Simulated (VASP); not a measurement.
W:

```
W
1.0
     2.77658    0.00000    0.00000
    -1.38829    2.40459    0.00000
     0.00000    0.00000    7.42667
W
3
Cartesian
  0.0000 0.0000 0.0000
  0.0000 1.6031 2.4756
  1.3883 0.8015 4.9511
```

| Quantity | Value |
| --- | --- |
| Program | VASP 6.6.1 |
| Task | relaxation of cell and atoms |
| Functional | PBE |
| Potentials or basis | VASP PAW PBE potentials, release 64 (W_sv) |
| Cutoff | 600 eV |
| k mesh | 18 × 18 × 6 |
| Occupations | gaussian, width 0.1 eV |
| Spin | no spin polarisation |

At the start: pressure 0.6 GPa; volume 16.53 Å³/atom.

Task: Where does the relaxation end?

Result: Over 5 steps the energy falls by 4.2 meV/atom; space group R-3m (No. 166, to 0.05 Å).

The path:
```
step  energy change (eV)  largest force (eV/Å)  pressure (GPa)  volume (Å³)
   1              0.0000                0.0000            0.64        49.58
   2             -0.0069                0.0000           -2.79        50.04
   3             -0.0108                0.0000           -1.58        49.87
   4             -0.0045                0.0000            3.54        48.94
   5             -0.0126                0.0000           -0.02        49.57
```

Final structure:
```cif
data_structure
_symmetry_space_group_name_H-M 'P 1'
_symmetry_Int_Tables_number 1
_cell_length_a 2.7964
_cell_length_b 2.7964
_cell_length_c 7.3199
_cell_angle_alpha 90.000
_cell_angle_beta 90.000
_cell_angle_gamma 120.000
_cell_volume 49.57
loop_
_atom_site_label
_atom_site_type_symbol
_atom_site_fract_x
_atom_site_fract_y
_atom_site_fract_z
_atom_site_occupancy
W1 W 0.00000 0.00000 0.00000 1
W2 W 0.33333 0.66667 0.33333 1
W3 W 0.66667 0.33333 0.66667 1
```
